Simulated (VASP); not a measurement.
# MgS (Cm) in VASP: single point with PBE

Aim: the single point of MgS with PBE.

Program: VASP 6.6.1. These are calculated values, not measurements. Logs are shortened: lines on timing, memory, paths and dates and some standing lists are left out, and cuts for length are marked.

### Step 1. The cell of the first run

Symmetry: Cm, No. 8, monoclinic system. Conventional cell: a = 5.203 Å, b = 5.203 Å, c = 3.679 Å, α = 90.00°, β = 135.00°, γ = 90.00°. Mg (site symmetry m) has 6 S at 2.40 to 2.80 Å within 3.2 Å. Within 3.2 Å of S (site symmetry m) lie 6 Mg at 2.40 to 2.80 Å.

### Step 2. Single point, PBE (atom 2 (S) moved by (-0.200, -0.100) A along x and y)

INCAR reads:

```
ALGO = Normal
EDIFF = 1E-6
ENCUT = 520
GGA = PE
ISIF = 2
ISMEAR = 0
LASPH = True
LCHARG = False
LREAL = False
LWAVE = False
NBANDS = 11
NELM = 60
PREC = Accurate
SIGMA = 0.05
```

KPOINTS reads:

```
k-points
0
Gamma
  8 8 8
```

POSCAR reads:

```
MgS
1.0
    0.0000000000      2.6016500000      2.6016500000
    2.6016500000      0.0000000000      2.6016500000
    2.6016500000      2.6016500000      0.0000000000
Mg S
1 1
Direct
    0.0000000000      0.0000000000      0.0000000000
    0.5192185728      0.4807814272      0.4423442815
```

Potentials or basis: VASP PAW PBE potentials, release 64 (Mg, S).

On the command line:

```sh
> cat potpaw_PBE.64/Mg/POTCAR potpaw_PBE.64/S/POTCAR > POTCAR
> mpirun -np 1 vasp_std > vasp.out
```

OUTCAR:

```text
EDIFF = 1E-6
   ENCUT = 520
   GGA = PE
   ISIF = 2
   ISMEAR = 0
   LASPH = True
   LREAL = False
   NELM = 60
   PREC = Accurate

 ion  position               nearest neighbor table
   1  0.000  0.000  0.000-   2 2.40   2 2.51   2 2.61   2 2.61   2 2.71   2 2.80
   2  0.519  0.481  0.442-   1 2.40   1 2.51   1 2.61   1 2.61   1 2.71   1 2.80

  LATTYP: Found a face centered cubic cell.
 ALAT       =     5.2033000000

  Lattice vectors:

 A1 = (   0.0000000000,   2.6016500000,   2.6016500000)
 A2 = (   2.6016500000,   0.0000000000,   2.6016500000)
 A3 = (   2.6016500000,   2.6016500000,   0.0000000000)

Analysis of symmetry for initial positions (statically):
=====================================================================
 Subroutine PRICEL returns:
 Original cell was already a primitive cell.

 Routine SETGRP: Setting up the symmetry group for a
 face centered cubic supercell.

 Subroutine GETGRP returns: Found  2 space group operations
 (whereof  2 operations were pure point group operations)
 out of a pool of 48 trial point group operations.

The static configuration has the point symmetry C_1h.

Analysis of symmetry for dynamics (positions and initial velocities):
=====================================================================
 Subroutine PRICEL returns:
 Original cell was already a primitive cell.

 Routine SETGRP: Setting up the symmetry group for a
 face centered cubic supercell.

 Subroutine GETGRP returns: Found  2 space group operations
 (whereof  2 operations were pure point group operations)
 out of a pool of 48 trial point group operations.

The dynamic configuration has the point symmetry C_1h.

 Subroutine INISYM returns: Found  2 space group operations
 (whereof  2 operations are pure point group operations),
 and found     1 'primitive' translations

----------------------------------------------------------------------------------------

                                     Primitive cell

  volume of cell :      35.2190

  direct lattice vectors                    reciprocal lattice vectors
     0.000000000  2.601650000  2.601650000    -0.192185728  0.192185728  0.192185728
     2.601650000  0.000000000  2.601650000     0.192185728 -0.192185728  0.192185728
     2.601650000  2.601650000  0.000000000     0.192185728  0.192185728 -0.192185728

  length of vectors
     3.679288715  3.679288715  3.679288715     0.332875446  0.332875446  0.332875446

  position of ions in fractional coordinates (direct lattice)
     0.000000000  0.000000000  0.000000000
     0.519218573  0.480781427  0.442344281

  ion indices of the primitive-cell ions
   primitive index   ion index
                 1           1
                 2           2

----------------------------------------------------------------------------------------

 KPOINTS: k-points

Automatic generation of k-mesh.
 Grid dimensions read from file:
 generate k-points for:    8    8    8

 Generating k-lattice:

  Cartesian coordinates                     Fractional coordinates (reciprocal lattice)
    -0.024023216  0.024023216  0.024023216     0.125000000  0.000000000  0.000000000
     0.024023216 -0.024023216  0.024023216     0.000000000  0.125000000  0.000000000
     0.024023216  0.024023216 -0.024023216     0.000000000  0.000000000  0.125000000

  Length of vectors
     0.041609431  0.041609431  0.041609431

  Shift w.r.t. Gamma in fractional coordinates (k-lattice)
     0.000000000  0.000000000  0.000000000

 Subroutine IBZKPT returns following result:
 ===========================================

 Found    150 irreducible k-points:

 Following reciprocal coordinates:
            Coordinates               Weight
  0.000000  0.000000  0.000000      1.000000
  0.125000  0.000000  0.000000      4.000000
  0.000000  0.000000  0.125000      4.000000
  0.250000  0.000000  0.000000      4.000000
  0.000000  0.000000  0.250000      4.000000
  0.375000  0.000000  0.000000      4.000000
[... 16 lines left out ...]
  0.000000  0.125000  0.375000      4.000000
 -0.125000  0.250000 -0.125000      4.000000
 [... further k-points ...]
   k-points           NKPTS =    150   k-points in BZ     NKDIM =    150   number of bands    NBANDS=     11
   number of dos      NEDOS =    301   number of ions     NIONS =      2
   total plane-waves  NPLWV =  21952
   dimension x,y,z NGX =    28 NGY =   28 NGZ =   28
   dimension x,y,z NGXF=    56 NGYF=   56 NGZF=   56
   ions per type =               1   1
   NGX,Y,Z   is equivalent  to a cutoff of  12.65, 12.65, 12.65 a.u.
   NGXF,Y,Z  is equivalent  to a cutoff of  25.30, 25.30, 25.30 a.u.
 SYSTEM =  unknown system
   PREC   = accura    normal or accurate (medium, high low for compatibility)
   ISTART =      0    job   : 0-new  1-cont  2-samecut
   ICHARG =      2    charge: 1-file 2-atom 10-const
   ISPIN  =      1    spin polarized calculation?
   LNONCOLLINEAR =      F non collinear calculations
   LSORBIT =      F    spin-orbit coupling
   LASPH  =      T    aspherical Exc in radial PAW
   ENCUT  =  520.0 eV  38.22 Ry    6.18 a.u.   6.84  6.84  6.84*2*pi/ulx,y,z
   NELM   =     60;   NELMIN=  2; NELMDL= -5     # of ELM steps
   EDIFF  = 0.1E-05   stopping-criterion for ELM
   LREAL  =      F    real-space projection
   EDIFFG = 0.1E-04   stopping-criterion for IOM
   NSW    =      0    number of steps for IOM
   IBRION =     -1    ionic relax: 0-MD 1-quasi-New 2-CG
   NFREE  =      0    steps in history (QN), initial steepest desc. (CG)
   ISIF   =      2    stress and relaxation
   ISYM   =      2    0-nonsym 1-usesym 2-fastsym
   POTIM  = 0.5000    time-step for ionic-motion
   TEBEG  =    0.0;   TEEND  =   0.0 temperature during run
   PSTRESS=    0.0 pullay stress
   NELECT =       8.0000    total number of electrons
   NUPDOWN=      -1.0000    fix difference up-down
   EMIN   =  10.00;   EMAX   =-10.00  energy-range for DOS
   EFERMI =   0.00;   METHOD = LEGACY
   ISMEAR =     0;   SIGMA  =   0.05  broadening in eV -4-tet -1-fermi 0-gaus
   EFERMI_NEDOS =   21; number of points for ismear=-14 and -15
   IALGO  =     38    algorithm
   IMIX   =      4    mixing-type and parameters
     AMIX     =   0.40;   BMIX     =  1.00
     AMIX_MAG =   1.60;   BMIX_MAG =  1.00
  volume/ion in A,a.u.               =      17.61       118.83
  Fermi-wavevector in a.u.,A,eV,Ry     =   0.998878  1.887606 13.575323  0.997758
  Thomas-Fermi vector in A             =   2.131131
   LORBIT       =      0    0 simple, 1 ext, 2 COOP (PROOUT), +10 PAW based schemes
   GGA     = PE    functional components
   LHFCALC =     F    Hartree Fock is set to
   AEXX    =    0.0000 exact exchange contribution
   IVDW    =     0    specifies the selected vdW correction
   LEPSILON=     F    determine dielectric tensor
   LRPA    =     F    only Hartree local field effects (RPA)
 non-spin polarized calculation
 Gauss-broadening in eV      SIGMA  =   0.05
  energy-cutoff  :      520.00
  volume of cell :       35.22
 maximum number of plane-waves:       960
   NGX = 13   NGY = 13   NGZ = 13

 number of electron       8.0000000 magnetization

 Free energy of the ion-electron system (eV)
  ---------------------------------------------------
  ext. energy  EPLUGINS =         0.00000000
  ---------------------------------------------------
  free energy    TOTEN  =        -8.42639676 eV

  energy without entropy =       -8.42639676  energy(sigma->0) =       -8.42639676

 E-fermi :   3.9900     XC(G=0):  -9.6750

 val. band max:        3.7169722017   @ k =   0.0000   0.0000   0.0000
 cond. band min:       6.5046649872   @ k =   0.5000   0.5000   0.0000
 fundamental gap:      2.7876927855
 Fermi energy:         3.9899828297

 k-point     1 :       0.0000    0.0000    0.0000
  band No.  band energies     occupation
      1      -8.9577      2.00000
      2       3.6353      2.00000
      3       3.7165      2.00000
      4       3.7170      2.00000
      5       7.4157      0.00000
      6      11.6536      0.00000
      7      11.6548      0.00000
      8      11.7303      0.00000
      9      14.1227      0.00000
     10      14.2194      0.00000
     11      16.1622      0.00000

 k-point     2 :       0.1250    0.0000    0.0000
  band No.  band energies     occupation
      1      -8.8073      2.00000
      2       2.6318      2.00000
      3       3.5887      2.00000
      4       3.6211      2.00000
      5       8.2033      0.00000
      6      11.2993      0.00000
      7      11.9159      0.00000
      8      11.9968      0.00000
      9      13.4610      0.00000
     10      13.6029      0.00000
     11      16.3444      0.00000

 k-point     3 :       0.0000    0.0000    0.1250
  band No.  band energies     occupation
      1      -8.8077      2.00000
      2       2.6684      2.00000
      3       3.5435      2.00000
      4       3.6192      2.00000
      5       8.2199      0.00000
      6      11.3365      0.00000
      7      11.8964      0.00000
      8      11.9389      0.00000
      9      13.4944      0.00000
     10      13.5696      0.00000
     11      16.4387      0.00000

 k-point     4 :       0.2500    0.0000    0.0000
  band No.  band energies     occupation
      1      -8.4008      2.00000
      2       0.8921      2.00000
      3       3.3715      2.00000
      4       3.4053      2.00000
      5       8.6536      0.00000
      6      11.5409      0.00000
      7      11.5823      0.00000
      8      12.0293      0.00000
      9      13.9764      0.00000
     10      14.1447      0.00000
     11      15.5482      0.00000

 k-point     5 :       0.0000    0.0000    0.2500
  band No.  band energies     occupation
      1      -8.4022      2.00000
      2       0.9203      2.00000
      3       3.3278      2.00000
      4       3.4032      2.00000
      5       8.6883      0.00000
      6      11.5207      0.00000
      7      11.5703      0.00000
      8      11.9857      0.00000
      9      14.0236      0.00000
     10      14.0944      0.00000
     11      15.6484      0.00000
[... 211 lines left out ...]
 k-point    21 :       0.1250    0.0000    0.3750
  band No.  band energies     occupation
      1      -7.9680      2.00000
      2      -0.0164      2.00000
      3       2.7655      2.00000
      4       2.9212      2.00000
      5       9.0002      0.00000
      6      10.3485      0.00000
      7      11.7825      0.00000
      8      12.0617      0.00000
      9      15.0561      0.00000
     10      16.5541      0.00000
     11      16.7320      0.00000

 k-point    22 :       0.1250    0.1250   -0.2500
  band No.  band energies     occupation
      1      -7.9678      2.00000
      2      -0.0200      2.00000
      3       2.8149      2.00000
      4       2.8753      2.00000
      5       9.0149      0.00000
      6      10.3403      0.00000
      7      11.8103      0.00000
      8      11.9866      0.00000
      9      15.1716      0.00000
     10      16.5393      0.00000
     11      16.6804      0.00000

 k-point    23 :       0.0000    0.1250    0.3750
  band No.  band energies     occupation
      1      -7.9678      2.00000
      2      -0.0190      2.00000
      3       2.7606      2.00000
      4       2.9305      2.00000
      5       8.9698      0.00000
      6      10.4127      0.00000
      7      11.7838      0.00000
      8      12.0376      0.00000
      9      15.0853      0.00000
     10      16.5163      0.00000
     11      16.7182      0.00000

 k-point    24 :      -0.1250    0.2500   -0.1250
  band No.  band energies     occupation
      1      -7.9656      2.00000
      2      -0.0453      2.00000
      3       2.8165      2.00000
      4       2.9145      2.00000
      5       8.9794      0.00000
      6      10.3465      0.00000
      7      11.8141      0.00000
      8      12.0549      0.00000
      9      15.1510      0.00000
     10      16.4901      0.00000
     11      16.6720      0.00000

 [... further k-points ...]

------------------------ aborting loop because EDIFF is reached ----------------------------------------

  FORCE on cell =-STRESS in cart. coord.  units (eV):
  Direction    XX          YY          ZZ          XY          YZ          ZX
  --------------------------------------------------------------------------------------
  -------------------------------------------------------------------------------------
  Total        1.2137497      0.3702428      0.1046740     -0.0776084      0.0000000      0.0000000
  in kB       55.2157663     16.8430447      4.7618190     -3.5305507      0.0000000      0.0000000
  external PRESSURE =      25.6068767 kB  Pullay stress =       0.0000000 kB

 VOLUME and BASIS-vectors are now :
 -----------------------------------------------------------------------------
  energy-cutoff  :      520.00
  volume of cell :       35.22
      direct lattice vectors                 reciprocal lattice vectors
     0.000000000  2.601650000  2.601650000    -0.192185728  0.192185728  0.192185728
     2.601650000  0.000000000  2.601650000     0.192185728 -0.192185728  0.192185728
     2.601650000  2.601650000  0.000000000     0.192185728  0.192185728 -0.192185728

 POSITION                                       TOTAL-FORCE (eV/Angst)
 -----------------------------------------------------------------------------------
      0.00000      0.00000      0.00000        -0.680842     -0.262238      0.000000
      2.40165      2.50165      2.60165         0.680842      0.262238      0.000000
 -----------------------------------------------------------------------------------
    total drift:                               -0.000249     -0.000117     -0.000000

  FREE ENERGIE OF THE ION-ELECTRON SYSTEM (eV)
  ---------------------------------------------------
  free  energy   TOTEN  =        -8.4263967584 eV

  energy  without entropy=       -8.4263967584  energy(sigma->0) =       -8.42639676
```

It took 2 min on 1 thread of AMD EPYC 7R13, shared host; peak memory 0.17 GiB.

What came out:

| Item | Value |
| --- | --- |
| Free energy | -8.4264 eV |
| Pressure | 2.6 GPa |
| Largest force | 0.730 eV/Å |
| Band gap on the k mesh | 2.79 eV, indirect (least direct gap 3.70 eV) |

Forces in eV/Å, atoms in the order of the input:
```
Mg  -0.681 -0.262  0.000
S    0.681  0.262  0.000
```

Levels at points of the mesh, in eV from the valence-band top:
```csv
k point,band 1,band 2,band 3,band 4,band 5,band 6,band 7,band 8
"(0.00, 0.00, 0.00)",-12.67,-0.08,0.00,0.00,3.70,7.94,7.94,8.01
"(0.50, 0.00, 0.00)",-11.38,-4.83,-0.61,-0.57,4.53,6.95,6.99,10.01
"(0.00, 0.00, 0.50)",-11.38,-4.81,-0.65,-0.58,4.56,6.92,6.97,10.01
"(0.50, 0.50, 0.00)",-11.01,-4.18,-1.73,-1.66,2.79,4.37,12.01,12.82
"(0.00, 0.50, 0.50)",-11.01,-4.20,-1.68,-1.68,2.80,4.40,11.94,12.89
"(0.50, 0.00, 0.50)",-11.01,-4.19,-1.70,-1.67,2.79,4.38,11.99,12.84
```

Caveat: the cell differs from its parent crystal (atom 2 (S) moved by (-0.200, -0.100) A along x and y). A k mesh can miss the band edges.
